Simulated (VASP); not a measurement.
# C: single point with PBE

C:

```
CELL_PARAMETERS angstrom
0.00000 2.13603 4.29678
1.23324 0.00000 4.29678
1.23324 2.13603 0.00000
ATOMIC_POSITIONS crystal
C 0.16667 0.83333 0.16667
C 0.83333 0.16667 0.83333
```

```json
{
 "Program": "VASP 6.6.1",
 "Task": "single point",
 "Functional": "PBE",
 "Potentials or basis": "VASP PAW PBE potentials, release 64 (C)",
 "Cutoff": "520 eV",
 "k mesh": "14 × 14 × 14",
 "Occupations": "gaussian, width 0.02 eV",
 "Spin": "no spin polarisation",
 "Dipole correction": "no",
 "Further INCAR settings": "ALGO = Normal; EDIFF = 1e-06; NBANDS = 11"
}
```

The pressure is 0.4 GPa.

Stress tensor (GPa, compression positive):
```
 0.54  0.00  0.00
 0.00  0.55  0.00
 0.00  0.00 -0.02
```

It took 4.3 min on 1 thread of Intel Xeon 8259CL, on a shared host, peak memory 0.22 GiB.

Caveat: this functional lacks dispersion, which binds layers or chains, so the pressure and a relaxed spacing across them are unreliable.
